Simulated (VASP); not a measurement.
Write the native input for VASP 6.6.1 that does the following.

```
Task                   : single point
Functional             : PBE
Potentials or basis    : VASP PAW PBE potentials, release 64 (Na_pv, Cl)
Cutoff                 : 520 eV
k mesh                 : 8 × 8 × 8
Occupations            : gaussian, width 0.05 eV
Spin                   : no spin polarisation
Dipole correction      : no
Further INCAR settings : ALGO = Normal; EDIFF = 1e-06; NBANDS = 14
```

The structure of NaCl lies in POSCAR:

```
NaCl
1.0
    0.0000000000      2.6052100000      3.0582900000
    2.6052100000      0.0000000000      3.0582900000
    2.6052100000      2.6052100000      0.0000000000
Na Cl
1 1
Direct
    0.0000000000      0.0000000000      0.0000000000
    0.5000000000      0.5000000000      0.5000000000
```

This cell differs from its parent crystal: strain -0.080 along x and y, +0.080 along z.

The input as run:

INCAR

```
  ALGO = Normal
  EDIFF = 1E-6
  ENCUT = 520
  GGA = PE
  ISIF = 2
  ISMEAR = 0
  LASPH = T
  LCHARG = T
  LELF = T
  LREAL = F
  LVHAR = T
  LWAVE = F
  NBANDS = 14
  NELM = 60
  PREC = Accurate
  SIGMA = 0.05
```

KPOINTS

```
k-points
0
Gamma
  8 8 8
```

Potentials or basis: VASP PAW PBE potentials, release 64 (Na_pv, Cl).

Command:

```console
$ cat potpaw_PBE.64/Na_pv/POTCAR potpaw_PBE.64/Cl/POTCAR > POTCAR
$ mpirun -np 1 vasp_std > vasp.out
```

Results of the run:

The pressure is 5.2 GPa. The band gap on the k mesh is 5.42 eV.

Caveat: the cell differs from its parent crystal (strain -0.080 along x and y, +0.080 along z); the cell stands under pressure.

Run time: 33 s on 1 thread of Intel Xeon 8259CL, with other jobs on the host, peak memory 0.17 GiB.
